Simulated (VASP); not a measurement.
# Pd: single point with LDA

The system is Pd.

```xyz
1
Lattice="2.3373 0.0000 0.0000 0.0000 2.3373 0.0000 0.0000 0.0000 2.3373" Properties=species:S:1:pos:R:3 pbc="T T T"
Pd    0.0000    0.0000    0.0000
```

This cell differs from its parent crystal: volume scaled by 0.78.

```json
{
  "Program": "VASP 6.6.1",
  "Task": "single point",
  "Functional": "LDA",
  "Potentials or basis": "VASP PAW LDA potentials, release 64 (Pd)",
  "Cutoff": "520 eV",
  "k mesh": "15 × 15 × 15",
  "Occupations": "fermi-dirac, width 0.1 eV",
  "Spin": "no spin polarisation",
  "Dipole correction": "no",
  "Further INCAR settings": "ALGO = Normal; EDIFF = 1e-06; NBANDS = 11"
}
```

The pressure is 78.7 GPa and the band gap on the k mesh is zero (band 5 reaches 14.73 eV, above the bottom of band 6 at 11.55 eV).

Levels at points of the mesh, in eV from the Fermi level:
```tsv
k point	band 2	band 3	band 4	band 5	band 6	band 7	band 8	band 9
(0.00, 0.00, 0.00)	-7.34	-7.34	0.15	0.15	0.15	18.68	18.68	18.68
```

Run time: 7.2 s on 1 thread of Intel(R) Xeon(R) Platinum 8488C (Sapphire Rapids), with other jobs on the host, peak memory 0.13 GiB.
